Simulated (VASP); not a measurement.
# BaH4 (C2/m) in VASP: notebook

BaH4 is run at these levels: PBE; tasks: single point.

All numbers are computed with VASP 6.6.1; they aren't measurements. Logs are shortened: lines on timing, memory, paths and dates and some standing lists are left out, and cuts for length are marked.

### Step 1. The cell of the first run

The typed cell holds 5 atoms: a = 4.219 Å, b = 4.219 Å, c = 4.217 Å, α = 117.01°, β = 117.01°, γ = 62.86°.

### Step 2. Single point, PBE (11.31 Å³/atom)

File INCAR:

```
SYSTEM = BaH4
PREC     = Accurate       ! precision mode
ENCUT    = 520            ! plane-wave cutoff, eV
EDIFF    = 1E-7           ! SCF threshold, eV
ISMEAR   = 0              ! smearing method
SIGMA    = 0.02           ! smearing width, eV
LREAL    = .FALSE.        ! projectors in reciprocal space
LASPH    = .TRUE.         ! aspherical terms in the spheres
NELM     = 100            ! most SCF steps
ALGO     = Normal         ! electronic algorithm
ISIF     = 2              ! what is computed and relaxed
LWAVE    = .FALSE.        ! write WAVECAR
LCHARG   = .FALSE.        ! write CHGCAR
GGA      = PE             ! functional
NBANDS   = 15             ! bands
```

File KPOINTS:

```
Automatic mesh
0
G
  6 6 6
  0 0 0
```

File POSCAR:

```
BaH4
1.0
    3.5999989914     -2.1999815540      0.0012209790
    3.5999989914      2.1999815540      0.0012209790
   -2.2452935845      0.0000000000      3.5692120657
Ba H
1 4
Direct
    0.0000000000      0.0000000000      0.5000000000
    0.7384454154      0.7384454154      0.7615757802
    0.2615545846      0.2615545846      0.2384242198
    0.5389788952      0.5389788952      0.9626580765
    0.4610211048      0.4610211048      0.0373419235
```

Potentials or basis: VASP PAW PBE potentials, release 64 (Ba_sv, H).

Launch:

```sh
$ cat potpaw_PBE.64/Ba_sv/POTCAR potpaw_PBE.64/H/POTCAR > POTCAR
$ mpirun -np 1 vasp_std > vasp.out
```

OUTCAR:

```text
SYSTEM = BaH4
   PREC = Accurate
   ENCUT = 520
   EDIFF = 1E-7
   ISMEAR = 0
   LREAL = .FALSE.
   LASPH = .TRUE.
   NELM = 100
   ISIF = 2
   GGA = PE

 ion  position               nearest neighbor table
   1  0.000  0.000  0.500-   2 2.64   3 2.64   2 2.64   2 2.64   3 2.64   3 2.64   3 2.65   2 2.65

   2  0.738  0.738  0.762-   1 2.64   1 2.64   1 2.64   1 2.65
   3  0.262  0.262  0.238-   1 2.64   1 2.64   1 2.64   1 2.65
   4  0.539  0.539  0.963-   5 0.78
   5  0.461  0.461  0.037-   4 0.78

  LATTYP: Found a base centered monoclinic cell.
 ALAT       =     7.1999983969
 B/A-ratio  =     0.6111061233
 C/A-ratio  =     0.5856538825
 COS(beta)  =    -0.5321884850

  Lattice vectors:

 A1 = (   3.5999989914,  -2.1999815540,   0.0012209790)
 A2 = (   3.5999989914,   2.1999815540,   0.0012209790)
 A3 = (  -2.2452935845,   0.0000000000,   3.5692120657)

Analysis of symmetry for initial positions (statically):
=====================================================================
 Subroutine PRICEL returns:
 Original cell was already a primitive cell.

 Routine SETGRP: Setting up the symmetry group for a
 base centered monoclinic supercell.

 Subroutine GETGRP returns: Found  4 space group operations
 (whereof  4 operations were pure point group operations)
 out of a pool of  4 trial point group operations.

The static configuration has the point symmetry C_2h.

Analysis of symmetry for dynamics (positions and initial velocities):
=====================================================================
 Subroutine PRICEL returns:
 Original cell was already a primitive cell.

 Routine SETGRP: Setting up the symmetry group for a
 base centered monoclinic supercell.

 Subroutine GETGRP returns: Found  4 space group operations
 (whereof  4 operations were pure point group operations)
 out of a pool of  4 trial point group operations.

The dynamic configuration has the point symmetry C_2h.

 Subroutine INISYM returns: Found  4 space group operations
 (whereof  4 operations are pure point group operations),
 and found     1 'primitive' translations

----------------------------------------------------------------------------------------

                                     Primitive cell

  volume of cell :      56.5479

  direct lattice vectors                    reciprocal lattice vectors
     3.599998991 -2.199981554  0.001220979     0.138859301 -0.227274633  0.087352584
     3.599998991  2.199981554  0.001220979     0.138859301  0.227274633  0.087352584
    -2.245293585  0.000000000  3.569212066    -0.000095004  0.000000000  0.280114118

  length of vectors
     4.218994319  4.218994319  4.216707015     0.280296518  0.280296518  0.280114134

  position of ions in fractional coordinates (direct lattice)
     1.000000000  1.000000000  0.500000000
     0.738445415  0.738445415  0.761575780
     0.261554585  0.261554585  0.238424220
     0.538978895  0.538978895  0.962658076
     0.461021105  0.461021105  0.037341924

  ion indices of the primitive-cell ions
   primitive index   ion index
                 1           1
                 2           2
                 3           3
                 4           4
                 5           5

----------------------------------------------------------------------------------------

 KPOINTS: Automatic mesh

Automatic generation of k-mesh.
 Grid dimensions read from file:
 generate k-points for:    6    6    6

 Generating k-lattice:

  Cartesian coordinates                     Fractional coordinates (reciprocal lattice)
     0.023143217 -0.037879105  0.014558764     0.166666667  0.000000000  0.000000000
     0.023143217  0.037879105  0.014558764     0.000000000  0.166666667  0.000000000
    -0.000015834  0.000000000  0.046685686    -0.000000000 -0.000000000  0.166666667

  Length of vectors
     0.046716086  0.046716086  0.046685689

  Shift w.r.t. Gamma in fractional coordinates (k-lattice)
     0.000000000  0.000000000  0.000000000

 Subroutine IBZKPT returns following result:
 ===========================================

 Found     68 irreducible k-points:

 Following reciprocal coordinates:
            Coordinates               Weight
  0.000000  0.000000  0.000000      1.000000
  0.166667 -0.000000  0.000000      4.000000
  0.333333 -0.000000  0.000000      4.000000
  0.500000 -0.000000  0.000000      2.000000
  0.166667  0.166667  0.000000      2.000000
  0.333333  0.166667  0.000000      4.000000
[... 16 lines left out ...]
 -0.333333  0.166667  0.166667      4.000000
 -0.166667  0.166667  0.166667      4.000000
 [... further k-points ...]
   k-points           NKPTS =     68   k-points in BZ     NKDIM =     68   number of bands    NBANDS=     15
   number of dos      NEDOS =    301   number of ions     NIONS =      5
   total plane-waves  NPLWV =  32768
   dimension x,y,z NGX =    32 NGY =   32 NGZ =   32
   dimension x,y,z NGXF=    64 NGYF=   64 NGZF=   64
   ions per type =               1   4
   NGX,Y,Z   is equivalent  to a cutoff of  12.61, 12.61, 12.62 a.u.
   NGXF,Y,Z  is equivalent  to a cutoff of  25.22, 25.22, 25.23 a.u.
 SYSTEM =  BaH4
   PREC   = accura    normal or accurate (medium, high low for compatibility)
   ISTART =      0    job   : 0-new  1-cont  2-samecut
   ICHARG =      2    charge: 1-file 2-atom 10-const
   ISPIN  =      1    spin polarized calculation?
   LNONCOLLINEAR =      F non collinear calculations
   LSORBIT =      F    spin-orbit coupling
   LASPH  =      T    aspherical Exc in radial PAW
   ENCUT  =  520.0 eV  38.22 Ry    6.18 a.u.   7.84  7.84  7.84*2*pi/ulx,y,z
   NELM   =    100;   NELMIN=  2; NELMDL= -5     # of ELM steps
   EDIFF  = 0.1E-06   stopping-criterion for ELM
   LREAL  =      F    real-space projection
   EDIFFG = 0.1E-05   stopping-criterion for IOM
   NSW    =      0    number of steps for IOM
   IBRION =     -1    ionic relax: 0-MD 1-quasi-New 2-CG
   NFREE  =      0    steps in history (QN), initial steepest desc. (CG)
   ISIF   =      2    stress and relaxation
   ISYM   =      2    0-nonsym 1-usesym 2-fastsym
   POTIM  = 0.5000    time-step for ionic-motion
   TEBEG  =    0.0;   TEEND  =   0.0 temperature during run
   PSTRESS=    0.0 pullay stress
   NELECT =      14.0000    total number of electrons
   NUPDOWN=      -1.0000    fix difference up-down
   EMIN   =  10.00;   EMAX   =-10.00  energy-range for DOS
   EFERMI =   0.00;   METHOD = LEGACY
   ISMEAR =     0;   SIGMA  =   0.02  broadening in eV -4-tet -1-fermi 0-gaus
   EFERMI_NEDOS =   21; number of points for ismear=-14 and -15
   IALGO  =     38    algorithm
   IMIX   =      4    mixing-type and parameters
     AMIX     =   0.40;   BMIX     =  1.00
     AMIX_MAG =   1.60;   BMIX_MAG =  1.00
  volume/ion in A,a.u.               =      11.31        76.32
  Fermi-wavevector in a.u.,A,eV,Ry     =   1.027966  1.942574 14.377465  1.056714
  Thomas-Fermi vector in A             =   2.161938
   LORBIT       =      0    0 simple, 1 ext, 2 COOP (PROOUT), +10 PAW based schemes
   GGA     = PE    functional components
   LHFCALC =     F    Hartree Fock is set to
   AEXX    =    0.0000 exact exchange contribution
   IVDW    =     0    specifies the selected vdW correction
   LEPSILON=     F    determine dielectric tensor
   LRPA    =     F    only Hartree local field effects (RPA)
 non-spin polarized calculation
 Gauss-broadening in eV      SIGMA  =   0.02
  energy-cutoff  :      520.00
  volume of cell :       56.55
 maximum number of plane-waves:      1536
   NGX = 15   NGY = 15   NGZ = 15

 number of electron      14.0000000 magnetization

 Free energy of the ion-electron system (eV)
  ---------------------------------------------------
  ext. energy  EPLUGINS =         0.00000000
  ---------------------------------------------------
  free energy    TOTEN  =       -16.65507588 eV

  energy without entropy =      -16.65507588  energy(sigma->0) =      -16.65507588

 E-fermi :   1.1379     XC(G=0):  -8.9310

 val. band max:        1.0226577202   @ k =   0.0000   0.0000   0.0000
 cond. band min:       3.4828791036   @ k =  -0.0000  -0.0000   0.5000
 fundamental gap:      2.4602213833
 Fermi energy:         1.1378637740

 k-point     1 :       0.0000    0.0000    0.0000
  band No.  band energies     occupation
      1     -25.4558      2.00000
      2     -10.3924      2.00000
      3     -10.3917      2.00000
      4     -10.3439      2.00000
      5      -6.9247      2.00000
      6      -0.3608      2.00000
      7       1.0227      2.00000
      8       4.2091      0.00000
      9       4.2205      0.00000
     10       4.8097      0.00000
     11       6.5130      0.00000
     12       6.5363      0.00000
     13       6.8180      0.00000
     14       9.4928      0.00000
     15       9.5131      0.00000

 k-point     2 :       0.1667   -0.0000    0.0000
  band No.  band energies     occupation
      1     -25.4366      2.00000
      2     -10.7081      2.00000
      3     -10.4083      2.00000
      4     -10.3734      2.00000
      5      -6.5502      2.00000
      6      -0.5434      2.00000
      7       0.4381      2.00000
      8       4.3828      0.00000
      9       4.5967      0.00000
     10       5.4105      0.00000
     11       5.9554      0.00000
     12       5.9961      0.00000
     13       8.7310      0.00000
     14      10.4778      0.00000
     15      10.9485      0.00000
[... 365 lines left out ...]
      3     -10.7256      2.00000
      4     -10.5430      2.00000
      5      -6.0490      2.00000
      6      -0.7239      2.00000
      7      -0.3207      2.00000
      8       4.3007      0.00000
      9       5.7043      0.00000
     10       6.2466      0.00000
     11       7.9317      0.00000
     12       8.4720      0.00000
     13       8.9439      0.00000
     14      10.0088      0.00000
     15      12.0941      0.00000

 k-point    24 :      -0.1667    0.1667    0.1667
  band No.  band energies     occupation
      1     -25.3981      2.00000
      2     -11.0382      2.00000
      3     -10.5172      2.00000
      4     -10.5105      2.00000
      5      -6.1357      2.00000
      6      -0.6410      2.00000
      7      -0.2451      2.00000
      8       4.6065      0.00000
      9       4.7825      0.00000
     10       5.7736      0.00000
     11       7.1821      0.00000
     12       7.6126      0.00000
     13       9.3740      0.00000
     14      10.4465      0.00000
     15      11.2917      0.00000

 [... further k-points ...]
[... 5 lines left out ...]
  --------------------------------------------------------------------------------------
  -------------------------------------------------------------------------------------
  Total        1.8252605      1.8817949      1.8586610      0.0000000      0.0000000      0.0185075
  in kB       51.7152959     53.3170930     52.6616368      0.0000000      0.0000000      0.5243748
  external PRESSURE =      52.5646752 kB  Pullay stress =       0.0000000 kB

 VOLUME and BASIS-vectors are now :
 -----------------------------------------------------------------------------
  energy-cutoff  :      520.00
  volume of cell :       56.55
      direct lattice vectors                 reciprocal lattice vectors
     3.599998991 -2.199981554  0.001220979     0.138859301 -0.227274633  0.087352584
     3.599998991  2.199981554  0.001220979     0.138859301  0.227274633  0.087352584
    -2.245293585  0.000000000  3.569212066    -0.000095004  0.000000000  0.280114118

 POSITION                                       TOTAL-FORCE (eV/Angst)
 -----------------------------------------------------------------------------------
     -1.12265      0.00000      1.78461         0.000000      0.000000      0.000000
      3.60684      0.00000      2.72003        -0.006906      0.000000      0.005936
      1.34786      0.00000      0.85163         0.006906      0.000000     -0.005936
      1.71920      0.00000      3.43725        -0.021591      0.000000      0.006523
      3.23551      0.00000      0.13441         0.021591      0.000000     -0.006523
 -----------------------------------------------------------------------------------
    total drift:                               -0.000000     -0.000000      0.000000

  FREE ENERGIE OF THE ION-ELECTRON SYSTEM (eV)
  ---------------------------------------------------
  free  energy   TOTEN  =       -16.6550758754 eV

  energy  without entropy=      -16.6550758754  energy(sigma->0) =      -16.65507588
```

Wall time 44 s (1 thread of Intel Xeon Platinum 8259CL at 2.50GHz (Skylake/Cascade Lake), shared host); peak memory 0.2 GiB.

What came out:

```
Free energy            : -16.6551 eV
Pressure               : 5.3 GPa
Largest force          : 0.023 eV/Å
Band gap on the k mesh : 2.46 eV (least direct gap 2.62 eV)
```

Forces on the atoms (eV/Å):
```
Ba   0.000  0.000  0.000
H   -0.007  0.000  0.006
H    0.007  0.000 -0.006
H   -0.022  0.000  0.007
H    0.022  0.000 -0.007
```

Caveat: the cell stands under pressure; spin-orbit coupling is left out, which moves the levels of the heavy elements.

### Step 3. Single point, PBE (11.70 Å³/atom)

This run uses another cell than the first one, of 11.70 Å³/atom.

Changes to INCAR since step 2:

```diff
@@ -3,3 +3,3 @@
 ENCUT    = 520            ! plane-wave cutoff, eV
-EDIFF    = 1E-7           ! SCF threshold, eV
+EDIFF    = 1E-6           ! SCF threshold, eV
 ISMEAR   = 0              ! smearing method
```

File KPOINTS:

```
regular mesh
0
G
  6 6 6
  0 0 0
```

File POSCAR:

```
BaH4
1.0
    3.6451246171     -2.2225645065      0.0013567990
    3.6451246171      2.2225645065      0.0013567990
   -2.2733166392      0.0000000000      3.6080832187
Ba H
1 4
Direct
    0.0000000000      0.0000000000      0.5000000000
    0.7389513842      0.7389513842      0.7615297170
    0.2610486158      0.2610486158      0.2384702830
    0.5384235883      0.5384235883      0.9631445392
    0.4615764117      0.4615764117      0.0368554608
```

Potentials or basis: VASP PAW PBE potentials, release 64 (Ba_sv, H).

Launch:

```sh
$ cat potpaw_PBE.64/Ba_sv/POTCAR potpaw_PBE.64/H/POTCAR > POTCAR
$ mpirun -np 1 vasp_std > vasp.out
```

Run time: 42 s. Hardware: 1 thread of Intel Xeon Platinum 8259CL at 2.50GHz (Skylake/Cascade Lake), shared host; peak memory 0.21 GiB.

Results (log left out):

```
Free energy            : -16.7110 eV
Pressure               : 3.7 GPa
Largest force          : 0.023 eV/Å
Band gap on the k mesh : 2.47 eV (least direct gap 2.70 eV)
```

Forces on the atoms (eV/Å):
```
Ba   0.000  0.000  0.000
H    0.000  0.000  0.000
H    0.000  0.000  0.000
H   -0.021  0.000  0.010
H    0.021  0.000 -0.010
```

Stress tensor (GPa, compression positive):
```
3.69 0.00 0.00
0.00 3.79 0.00
0.00 0.00 3.74
```

Levels at points of the mesh, in eV from the valence-band top:
```tsv
k point	band 4	band 5	band 6	band 7	band 8	band 9	band 10	band 11
(0.00, 0.00, 0.00)	-11.48	-7.87	-1.45	0.00	3.17	3.19	3.74	5.39
(0.50, 0.00, 0.00)	-11.57	-6.72	-2.75	-0.23	2.49	2.89	6.33	6.40
(0.50, 0.50, 0.00)	-11.71	-7.40	-2.16	-0.93	4.71	5.44	6.33	6.66
(0.00, 0.00, 0.50)	-11.57	-6.72	-2.73	-0.24	2.47	2.91	6.32	6.38
(0.50, 0.00, 0.50)	-11.71	-7.40	-2.17	-0.91	4.71	5.40	6.31	6.66
(0.50, 0.50, 0.50)	-11.63	-6.75	-3.25	-0.26	2.71	2.73	6.51	6.88
```

Caveat: the cell stands under pressure; spin-orbit coupling is left out, which moves the levels of the heavy elements. A k mesh can miss the band edges.

### Step 4. Single point, PBE (12.08 Å³/atom)

This run uses another cell than the first one, of 12.08 Å³/atom.

File INCAR:

```
SYSTEM = BaH4
  ALGO = Normal
  EDIFF = 1E-6
  ENCUT = 520
  GGA = PE
  ISIF = 2
  ISMEAR = 0
  LASPH = .True.
  LCHARG = .False.
  LREAL = .False.
  LWAVE = .False.
  NBANDS = 15
  NELM = 100
  PREC = Accurate
  SIGMA = 0.02
```

File KPOINTS:

```
k-points
0
Gamma
  6 6 6
  0 0 0
```

File POSCAR:

```
BaH4
1.0
    3.6969255830     -2.2408946427     -0.0009654271
    3.6969255830      2.2408946427     -0.0009654271
   -2.3079356223      0.0000000000      3.6462063933
Ba H
1 4
Direct
    0.0000000000      0.0000000000      0.5000000000
    0.7405458005      0.7405458005      0.7617057664
    0.2594541995      0.2594541995      0.2382942336
    0.5388127106      0.5388127106      0.9658263187
    0.4611872894      0.4611872894      0.0341736813
```

Launch:

```sh
$ cat potpaw_PBE.64/Ba_sv/POTCAR potpaw_PBE.64/H/POTCAR > POTCAR
$ mpirun -np 1 vasp_std > vasp.out
```

Wall time 43 s (1 thread of Intel Xeon Platinum 8259CL at 2.50GHz (Skylake/Cascade Lake), shared host); peak memory 0.21 GiB.

The run converged. Its results:

```
Free energy            : -16.7498 eV
Pressure               : 2.5 GPa
Largest force          : 0.024 eV/Å
Band gap on the k mesh : 2.44 eV (least direct gap 2.75 eV)
```

Forces in eV/Å, atoms in the order of the input:
```
Ba   0.000  0.000  0.000
H   -0.006  0.000 -0.007
H    0.006  0.000  0.007
H   -0.023  0.000  0.005
H    0.023  0.000 -0.005
```

Stress tensor (GPa, compression positive):
```
2.36 0.00 0.04
0.00 2.50 0.00
0.04 0.00 2.52
```

Levels at points of the mesh, in eV from the valence-band top:
```
           k point  band 5  band 6  band 7  band 8  band 9  band 10
(0.00, 0.00, 0.00)   -7.80   -1.53    0.00    3.16    3.19     3.67
(0.50, 0.00, 0.00)   -6.75   -2.69   -0.30    2.49    2.89     6.21
(0.50, 0.50, 0.00)   -7.35   -2.09   -1.01    4.57    5.36     6.21
(0.00, 0.00, 0.50)   -6.76   -2.66   -0.30    2.44    2.92     6.20
(0.50, 0.00, 0.50)   -7.35   -2.12   -0.97    4.56    5.26     6.18
(0.50, 0.50, 0.50)   -6.77   -3.14   -0.32    2.72    2.76     6.33
```

Caveat: spin-orbit coupling is left out, which moves the levels of the heavy elements.

[end of part 1 of 2]
